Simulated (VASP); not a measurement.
A run of VASP 6.6.1 is set up as follows.

INCAR

```
PREC = Accurate
ENCUT = 520
EDIFF = 1E-6
ISMEAR = -1
SIGMA = 0.05
LREAL = False
LASPH = True
NELM = 80
ALGO = Normal
ISIF = 2
LWAVE = False
LCHARG = False
GGA = PE
NBANDS = 18
```

KPOINTS

```
regular mesh
0
Gamma
  11 11 6
```

The input POSCAR:

```
La
1.0
    3.7688938684      0.0000000000      0.0000000000
   -1.8844469342      3.2639578342      0.0000000000
    0.0000000000      0.0000000000      6.0093000000
La
2
Direct
    0.3333333333      0.6666666667      0.2500000000
    0.6666666667      0.3333333333      0.7500000000
```

Potentials or basis: VASP PAW PBE potentials, release 64 (La).

Launch:

```console
$ cat potpaw_PBE.64/La/POTCAR > POTCAR
$ mpirun -np 1 vasp_std > vasp.out
```

Predict the pressure.

0.6 GPa.

Estimate the band gap on the k mesh.

zero (bands 11 and 12 overlap by 1.50 eV).

Stress tensor (GPa, compression positive):
```
0.49 0.00 0.00
0.00 0.49 0.00
0.00 0.00 0.71
```

Caveat: spin-orbit coupling is left out, which moves the levels of the heavy elements.
